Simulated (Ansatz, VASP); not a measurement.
**One calculation of KBr, two programs**

```xyz
2
Lattice="0.0296 3.3022 3.3022 3.3022 0.0296 3.3022 3.3318 3.3318 0.0000" Properties=species:S:1:pos:R:3 pbc="T T T"
K     0.0000    0.0000    0.0000
Br    3.3318    3.3318    3.3022
```

Change from the starting cell: shear_xy strain +1.8%.

Alike in both runs: task single point; functional r2SCAN; k mesh 6 × 6 × 6; no spin polarisation.

|  | VASP | Ansatz |
| --- | --- | --- |
| version | VASP 6.6.1 | Ansatz 0.2.0 |
| potentials or method | VASP PAW PBE potentials, release 64 (K_sv, Br) | plane waves, PAW |
| plane-wave cutoff (eV) | 520 | 500 |
| occupations | gaussian, width 0.01 eV | fixed |
| valence electrons in the cell | 16 | 16 |

|  | VASP | Ansatz | Ansatz less VASP |
| --- | --- | --- | --- |
| gap on the k mesh at the Fermi level (eV) | 5.05 | 5.05 | -0.001 |
| pressure (GPa) | 0.0 | 0.0 | -0.01 |
| traceless stress, the component that is largest in VASP (GPa) | -0.09 | -0.09 | -0.002 |

VASP's potentials were made for PBE, not for r2SCAN.
